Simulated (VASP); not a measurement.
# InSb (Fm-3m) in VASP: single point with r2SCAN

Aim: the single point of InSb with r2SCAN.

Program: VASP 6.6.1. These are calculated values, not measurements. Logs are shortened: lines on timing, memory, paths and dates and some standing lists are left out, and cuts for length are marked.

## 1. The cell of the first run

Symmetry: Fm-3m, No. 225, cubic system. The conventional cell has a = 6.147 Å, b = 6.147 Å, c = 6.147 Å, α = 90.00°, β = 90.00°, γ = 90.00°. In (site symmetry m-3m) has 6 Sb at 3.07 Å within 4.0 Å. Within 4.0 Å of Sb (site symmetry m-3m) lie 6 In at 3.07 Å.

## 2. Single point, r2SCAN

Contents of POSCAR:

```
InSb
1.0
    0.0000000000      3.0735130000      3.0735130000
    3.0735130000      0.0000000000      3.0735130000
    3.0735130000      3.0735130000      0.0000000000
In Sb
1 1
Direct
    0.0000000000      0.0000000000      0.0000000000
    0.5000000000      0.5000000000      0.5000000000
```

Contents of INCAR.step1:

```
  PREC = Accurate
  ENCUT = 550
  ISMEAR = 0
  SIGMA = 0.15
  LREAL = F
  LASPH = T
  NELM = 120
  NBANDS = 16
  GGA = PE
  ALGO = Normal
  EDIFF = 1E-5
  LWAVE = T
  LCHARG = F
  GGA_COMPAT = F
```

Contents of INCAR.step2:

```
  PREC = Accurate
  ENCUT = 550
  EDIFF = 1E-6
  ISMEAR = 0
  SIGMA = 0.15
  LREAL = F
  LASPH = T
  NELM = 120
  ALGO = Normal
  ISIF = 2
  LWAVE = F
  LCHARG = F
  METAGGA = R2SCAN
  LMIXTAU = T
  NBANDS = 16
  ISTART = 1
  GGA_COMPAT = F
```

Contents of KPOINTS:

```
regular mesh
0
Gamma
  14 14 14
```

Potentials or basis: VASP PAW PBE potentials, release 64 (In_d, Sb).

Started as:

```
$ cat potpaw_PBE.64/In_d/POTCAR potpaw_PBE.64/Sb/POTCAR > POTCAR
$ cp INCAR.step1 INCAR
$ mpirun -np 1 vasp_std > vasp.out
$ cp INCAR.step2 INCAR
$ mpirun -np 1 vasp_std > vasp.out
```

OUTCAR:

```text
PREC = Accurate
   ENCUT = 550
   EDIFF = 1E-6
   ISMEAR = 0
   LREAL = F
   LASPH = T
   NELM = 120
   ISIF = 2
   METAGGA = R2SCAN
   ISTART = 1

 ion  position               nearest neighbor table
   1  0.000  0.000  0.000-   2 3.07   2 3.07   2 3.07   2 3.07   2 3.07   2 3.07
   2  0.500  0.500  0.500-   1 3.07   1 3.07   1 3.07   1 3.07   1 3.07   1 3.07

  LATTYP: Found a face centered cubic cell.
 ALAT       =     6.1470260000

  Lattice vectors:

 A1 = (   0.0000000000,   3.0735130000,   3.0735130000)
 A2 = (   3.0735130000,   0.0000000000,   3.0735130000)
 A3 = (   3.0735130000,   3.0735130000,   0.0000000000)

Analysis of symmetry for initial positions (statically):
=====================================================================
 Subroutine PRICEL returns:
 Original cell was already a primitive cell.

 Routine SETGRP: Setting up the symmetry group for a
 face centered cubic supercell.

 Subroutine GETGRP returns: Found 48 space group operations
 (whereof 48 operations were pure point group operations)
 out of a pool of 48 trial point group operations.

The static configuration has the point symmetry O_h .

Analysis of symmetry for dynamics (positions and initial velocities):
=====================================================================
 Subroutine PRICEL returns:
 Original cell was already a primitive cell.

 Routine SETGRP: Setting up the symmetry group for a
 face centered cubic supercell.

 Subroutine GETGRP returns: Found 48 space group operations
 (whereof 48 operations were pure point group operations)
 out of a pool of 48 trial point group operations.

The dynamic configuration has the point symmetry O_h .

 Subroutine INISYM returns: Found 48 space group operations
 (whereof 48 operations are pure point group operations),
 and found     1 'primitive' translations

----------------------------------------------------------------------------------------

                                     Primitive cell

  volume of cell :      58.0678

  direct lattice vectors                    reciprocal lattice vectors
     0.000000000  3.073513000  3.073513000    -0.162680295  0.162680295  0.162680295
     3.073513000  0.000000000  3.073513000     0.162680295 -0.162680295  0.162680295
     3.073513000  3.073513000  0.000000000     0.162680295  0.162680295 -0.162680295

  length of vectors
     4.346603769  4.346603769  4.346603769     0.281770535  0.281770535  0.281770535

  position of ions in fractional coordinates (direct lattice)
     0.000000000  0.000000000  0.000000000
     0.500000000  0.500000000  0.500000000

  ion indices of the primitive-cell ions
   primitive index   ion index
                 1           1
                 2           2

----------------------------------------------------------------------------------------

 KPOINTS: regular mesh

Automatic generation of k-mesh.
 Grid dimensions read from file:
 generate k-points for:   14   14   14

 Generating k-lattice:

  Cartesian coordinates                     Fractional coordinates (reciprocal lattice)
    -0.011620021  0.011620021  0.011620021     0.071428571  0.000000000  0.000000000
     0.011620021 -0.011620021  0.011620021     0.000000000  0.071428571  0.000000000
     0.011620021  0.011620021 -0.011620021     0.000000000  0.000000000  0.071428571

  Length of vectors
     0.020126467  0.020126467  0.020126467

  Shift w.r.t. Gamma in fractional coordinates (k-lattice)
     0.000000000  0.000000000  0.000000000

 Subroutine IBZKPT returns following result:
 ===========================================

 Found    104 irreducible k-points:

 Following reciprocal coordinates:
            Coordinates               Weight
  0.000000  0.000000  0.000000      1.000000
  0.071429  0.000000  0.000000      8.000000
  0.142857  0.000000  0.000000      8.000000
  0.214286  0.000000  0.000000      8.000000
  0.285714  0.000000  0.000000      8.000000
  0.357143  0.000000  0.000000      8.000000
[... 16 lines left out ...]
  0.214286  0.142857  0.000000     24.000000
  0.285714  0.142857  0.000000     24.000000
 [... further k-points ...]
   k-points           NKPTS =    104   k-points in BZ     NKDIM =    104   number of bands    NBANDS=     16
   number of dos      NEDOS =    301   number of ions     NIONS =      2
   total plane-waves  NPLWV =  46656
   dimension x,y,z NGX =    36 NGY =   36 NGZ =   36
   dimension x,y,z NGXF=    72 NGYF=   72 NGZF=   72
   ions per type =               1   1
   NGX,Y,Z   is equivalent  to a cutoff of  13.77, 13.77, 13.77 a.u.
   NGXF,Y,Z  is equivalent  to a cutoff of  27.54, 27.54, 27.54 a.u.
 SYSTEM =  unknown system
   PREC   = accura    normal or accurate (medium, high low for compatibility)
   ISTART =      1    job   : 0-new  1-cont  2-samecut
   ICHARG =      0    charge: 1-file 2-atom 10-const
   ISPIN  =      1    spin polarized calculation?
   LNONCOLLINEAR =      F non collinear calculations
   LSORBIT =      F    spin-orbit coupling
   LASPH  =      T    aspherical Exc in radial PAW
   ENCUT  =  550.0 eV  40.42 Ry    6.36 a.u.   8.31  8.31  8.31*2*pi/ulx,y,z
   NELM   =    120;   NELMIN=  2; NELMDL=  0     # of ELM steps
   EDIFF  = 0.1E-05   stopping-criterion for ELM
   LREAL  =      F    real-space projection
   EDIFFG = 0.1E-04   stopping-criterion for IOM
   NSW    =      0    number of steps for IOM
   IBRION =     -1    ionic relax: 0-MD 1-quasi-New 2-CG
   NFREE  =      0    steps in history (QN), initial steepest desc. (CG)
   ISIF   =      2    stress and relaxation
   ISYM   =      2    0-nonsym 1-usesym 2-fastsym
   POTIM  = 0.5000    time-step for ionic-motion
   TEBEG  =    0.0;   TEEND  =   0.0 temperature during run
   PSTRESS=    0.0 pullay stress
   NELECT =      18.0000    total number of electrons
   NUPDOWN=      -1.0000    fix difference up-down
   EMIN   =  10.00;   EMAX   =-10.00  energy-range for DOS
   EFERMI =   0.00;   METHOD = LEGACY
   ISMEAR =     0;   SIGMA  =   0.15  broadening in eV -4-tet -1-fermi 0-gaus
   EFERMI_NEDOS =   21; number of points for ismear=-14 and -15
   IALGO  =     38    algorithm
   IMIX   =      4    mixing-type and parameters
     AMIX     =   0.40;   BMIX     =  1.00
     AMIX_MAG =   1.60;   BMIX_MAG =  1.00
  volume/ion in A,a.u.               =      29.03       195.93
  Fermi-wavevector in a.u.,A,eV,Ry     =   1.107951  2.093724 16.701910  1.227556
  Thomas-Fermi vector in A             =   2.244472
   LORBIT       =      0    0 simple, 1 ext, 2 COOP (PROOUT), +10 PAW based schemes
   METAGGA = R2SCAN    functional components
   LHFCALC =     F    Hartree Fock is set to
   AEXX    =    0.0000 exact exchange contribution
   IVDW    =     0    specifies the selected vdW correction
   LEPSILON=     F    determine dielectric tensor
   LRPA    =     F    only Hartree local field effects (RPA)
 non-spin polarized calculation
 Gauss-broadening in eV      SIGMA  =   0.15
  energy-cutoff  :      550.00
  volume of cell :       58.07
 maximum number of plane-waves:      1725
 NGX is ok and might be reduce to    36
   NGX = 17   NGY = 17   NGZ = 17

 number of electron      17.9999998 magnetization

 Free energy of the ion-electron system (eV)
  ---------------------------------------------------
  ext. energy  EPLUGINS =         0.00000000
  ---------------------------------------------------
  free energy    TOTEN  =       -48.36878873 eV

  energy without entropy =      -48.34982698  energy(sigma->0) =      -48.35930785

 E-fermi :   6.4689     XC(G=0): -10.2878

 val. band max:        6.4606839630   @ k =   0.2857   0.0714   0.0000
 cond. band min:       6.4710538208   @ k =  -0.2857   0.2143   0.0000
 fundamental gap:      0.0103698578
 Fermi energy:         6.4688697831

 k-point     1 :       0.0000    0.0000    0.0000
  band No.  band energies     occupation
      1      -8.5159      2.00000
      2      -8.5159      2.00000
      3      -8.4767      2.00000
      4      -8.4767      2.00000
      5      -8.4767      2.00000
      6      -4.8847      2.00000
[... 8 lines left out ...]
     15      13.0193      0.00000
     16      13.0193      0.00000

 k-point     2 :       0.0714    0.0000    0.0000
  band No.  band energies     occupation
      1      -8.5173      2.00000
      2      -8.5173      2.00000
      3      -8.4767      2.00000
      4      -8.4756      2.00000
      5      -8.4756      2.00000
      6      -4.8280      2.00000
[... 8 lines left out ...]
     15      13.1764      0.00000
     16      13.1764      0.00000

 k-point     3 :       0.1429    0.0000    0.0000
  band No.  band energies     occupation
      1      -8.5215      2.00000
      2      -8.5215      2.00000
      3      -8.4767      2.00000
      4      -8.4723      2.00000
      5      -8.4723      2.00000
      6      -4.6595      2.00000
[... 8 lines left out ...]
     15      13.5203      0.00000
     16      13.5203      0.00000

 k-point     4 :       0.2143    0.0000    0.0000
  band No.  band energies     occupation
      1      -8.5279      2.00000
      2      -8.5279      2.00000
      3      -8.4768      2.00000
      4      -8.4670      2.00000
      5      -8.4670      2.00000
      6      -4.3851      2.00000
[... 8 lines left out ...]
     15      14.0645      0.00000
     16      14.0645      0.00000

 k-point     5 :       0.2857    0.0000    0.0000
  band No.  band energies     occupation
      1      -8.5354      2.00000
      2      -8.5354      2.00000
      3      -8.4771      2.00000
      4      -8.4607      2.00000
      5      -8.4607      2.00000
      6      -4.0189      2.00000
[... 8 lines left out ...]
     15      14.7927      0.00000
     16      14.7927      0.00000

 k-point     6 :       0.3571    0.0000    0.0000
  band No.  band energies     occupation
      1      -8.5424      2.00000
      2      -8.5424      2.00000
      3      -8.4776      2.00000
      4      -8.4548      2.00000
      5      -8.4548      2.00000
      6      -3.5947      2.00000
[... 8 lines left out ...]
     15      15.6798      0.00000
     16      15.6798      0.00000

 k-point     7 :       0.4286    0.0000    0.0000
  band No.  band energies     occupation
      1      -8.5472      2.00000
      2      -8.5472      2.00000
      3      -8.4780      2.00000
      4      -8.4507      2.00000
      5      -8.4507      2.00000
      6      -3.1979      2.00000
[... 8 lines left out ...]
     15      16.6794      0.00000
     16      16.6794      0.00000

 k-point     8 :       0.5000    0.0000    0.0000
  band No.  band energies     occupation
      1      -8.5490      2.00000
      2      -8.5490      2.00000
      3      -8.4782      2.00000
      4      -8.4492      2.00000
      5      -8.4492      2.00000
      6      -3.0162      2.00000
[... 8 lines left out ...]
     15      17.4263      0.00000
     16      17.4263      0.00000

 k-point     9 :       0.0714    0.0714    0.0000
  band No.  band energies     occupation
      1      -8.5206      2.00000
      2      -8.5150      2.00000
      3      -8.4776      2.00000
      4      -8.4748      2.00000
      5      -8.4748      2.00000
      6      -4.8088      2.00000
[... 8 lines left out ...]
     15      13.5389      0.00000
     16      13.5389      0.00000
[... 172 lines left out ...]
 k-point    19 :      -0.2143    0.0714    0.0000
  band No.  band energies     occupation
      1      -8.5351      2.00000
      2      -8.5282      2.00000
      3      -8.4767      2.00000
      4      -8.4659      2.00000
      5      -8.4627      2.00000
      6      -4.2219      2.00000
[... 8 lines left out ...]
     15      13.9037      0.00000
     16      15.2234      0.00000

 k-point    20 :      -0.1429    0.0714    0.0000
  band No.  band energies     occupation
      1      -8.5281      2.00000
      2      -8.5213      2.00000
      3      -8.4769      2.00000
      4      -8.4710      2.00000
      5      -8.4684      2.00000
      6      -4.5290      2.00000
[... 8 lines left out ...]
     15      13.4141      0.00000
     16      14.4265      0.00000

 k-point    21 :      -0.0714    0.0714    0.0000
  band No.  band energies     occupation
      1      -8.5219      2.00000
      2      -8.5174      2.00000
      3      -8.4770      2.00000
      4      -8.4744      2.00000
      5      -8.4729      2.00000
      6      -4.7338      2.00000
[... 8 lines left out ...]
     15      13.3077      0.00000
     16      13.7520      0.00000

 k-point    22 :       0.1429    0.1429    0.0000
  band No.  band energies     occupation
      1      -8.5352      2.00000
      2      -8.5124      2.00000
      3      -8.4802      2.00000
      4      -8.4693      2.00000
      5      -8.4693      2.00000
      6      -4.5805      2.00000
[... 8 lines left out ...]
     15      14.4743      0.00000
     16      14.4743      0.00000

 k-point    23 :       0.2143    0.1429    0.0000
  band No.  band energies     occupation
      1      -8.5455      2.00000
      2      -8.5128      2.00000
      3      -8.4812      2.00000
      4      -8.4655      2.00000
      5      -8.4647      2.00000
      6      -4.3741      2.00000
[... 8 lines left out ...]
     15      14.9217      0.00000
     16      14.9815      0.00000

 k-point    24 :       0.2857    0.1429    0.0000
  band No.  band energies     occupation
      1      -8.5556      2.00000
      2      -8.5171      2.00000
      3      -8.4807      2.00000
      4      -8.4618      2.00000
      5      -8.4585      2.00000
      6      -4.0670      2.00000
[... 8 lines left out ...]
     15      15.4610      0.00000
     16      15.6317      0.00000

 [... further k-points ...]
[... 5 lines left out ...]
  --------------------------------------------------------------------------------------
  -------------------------------------------------------------------------------------
  Total       -0.5126149     -0.5126149     -0.5126149     -0.0000000     -0.0000000      0.0000000
  in kB      -14.1438170    -14.1438170    -14.1438170     -0.0000000     -0.0000000      0.0000000
  external PRESSURE =     -14.1438170 kB  Pullay stress =       0.0000000 kB

 VOLUME and BASIS-vectors are now :
 -----------------------------------------------------------------------------
  energy-cutoff  :      550.00
  volume of cell :       58.07
      direct lattice vectors                 reciprocal lattice vectors
     0.000000000  3.073513000  3.073513000    -0.162680295  0.162680295  0.162680295
     3.073513000  0.000000000  3.073513000     0.162680295 -0.162680295  0.162680295
     3.073513000  3.073513000  0.000000000     0.162680295  0.162680295 -0.162680295

 POSITION                                       TOTAL-FORCE (eV/Angst)
 -----------------------------------------------------------------------------------
      0.00000      0.00000      0.00000        -0.000000      0.000000      0.000000
      3.07351      3.07351      3.07351         0.000000      0.000000     -0.000000
 -----------------------------------------------------------------------------------
    total drift:                               -0.000000      0.000000      0.000000

  FREE ENERGIE OF THE ION-ELECTRON SYSTEM (eV)
  ---------------------------------------------------
  free  energy   TOTEN  =       -48.3687887287 eV

  energy  without entropy=      -48.3498269812  energy(sigma->0) =      -48.35930785
```

Run time: 4.3 min. Hardware: 1 thread of Intel Xeon Platinum 8375C at 2.90GHz (Ice Lake), shared host; peak memory 0.29 GiB.

Results:

```
Free energy            : -48.3688 eV
Pressure               : -1.4 GPa
Band gap on the k mesh : zero (band 9 reaches 7.01 eV, above the bottom of band 10 at 4.24 eV)
```

Levels at points of the mesh, in eV from the Fermi level:
| k point | band 7 | band 8 | band 9 | band 10 | band 11 | band 12 |
| --- | --- | --- | --- | --- | --- | --- |
| (0.00, 0.00, 0.00) | -0.14 | -0.11 | -0.11 | -0.11 | 6.43 | 6.43 |
| (0.50, 0.00, 0.00) | -6.59 | 0.30 | 0.30 | 2.58 | 2.63 | 2.63 |
| (0.50, 0.50, 0.00) | -4.55 | -3.31 | -2.23 | -2.23 | 3.60 | 8.74 |

Caveat: the PAW data sets were made with another functional, which shifts forces and pressure a little; spin-orbit coupling is left out, which moves the levels of the heavy elements.
